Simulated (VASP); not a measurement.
A run of VASP 6.6.1 is set up as follows.

File INCAR:

```
SYSTEM = Ca
ALGO = Normal
EDIFF = 1E-6
ENCUT = 520
GGA = PE
ISIF = 2
ISMEAR = 0
LASPH = .TRUE.
LCHARG = .FALSE.
LREAL = .FALSE.
LWAVE = .FALSE.
NBANDS = 11
NELM = 80
PREC = Accurate
SIGMA = 0.1
```

KPOINTS

```
k-points
0
G
  12 12 12
  0 0 0
```

POSCAR

```
Ca
1.0
   -2.1904406493      2.1904406493      2.1904406493
    2.1904406493     -2.1904406493      2.1904406493
    2.1904406493      2.1904406493     -2.1904406493
Ca
1
Direct
    0.0000000000      0.0000000000      0.0000000000
```

Potentials or basis: VASP PAW PBE potentials, release 64 (Ca_sv).

The run is started by

```console
$ cat potpaw_PBE.64/Ca_sv/POTCAR > POTCAR
$ mpirun -np 1 vasp_std > vasp.out
```

Estimate the pressure.

0.1 GPa.

What does it give for the band gap on the k mesh?

Zero (bands 5 and 6 overlap by 0.37 eV).
